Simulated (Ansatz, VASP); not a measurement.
# InSe in VASP and in Ansatz

```xyz
4
Lattice="2.0458 1.1812 8.0804 -2.0458 1.1812 8.0804 0.0000 -2.3623 8.0804" Properties=species:S:1:pos:R:3 pbc="T T T"
In    0.0000    0.0000    0.0012
In    0.0000    0.0000    2.7193
Se    0.0000    0.0000   14.9117
Se    0.0000    0.0000   20.1284
```

Alike in both runs: task single point; functional PBE; dispersion D3(BJ); k mesh 12 × 12 × 12; occupations gaussian, width 0.03 eV; no spin polarisation.

```csv
,VASP,Ansatz
version,VASP 6.6.1,Ansatz 0.2.0
potentials or method,"VASP PAW PBE potentials, release 64 (In_d, Se), cutoff 520 eV","scalar-relativistic, plane waves, PAW"
valence electrons in the cell,38,58
```

Ansatz gave:

| Quantity | Value |
| --- | --- |
| gap on the k mesh at the Fermi level (eV) | 0.11 |
| least direct gap on the mesh (eV) | 0.11 |
| pressure (GPa) | 0.0 |
| traceless stress, the component that is largest in VASP (GPa) | 1.87 |
| rms of the force components (eV/Å) | 0.175 |

Q: Estimate VASP's values.

A: gap on the k mesh at the Fermi level (eV): 0.11; least direct gap on the mesh (eV): 0.11; pressure (GPa): 0.1; traceless stress, the component that is largest in VASP (GPa): 1.86; rms of the force components (eV/Å): 0.170.

Atom by atom the forces differ by 0.008 eV/Å (rms over components). VASP's potentials hold 38 valence electrons a cell and Ansatz's 58, so a difference there can come from the potentials and not from the codes.
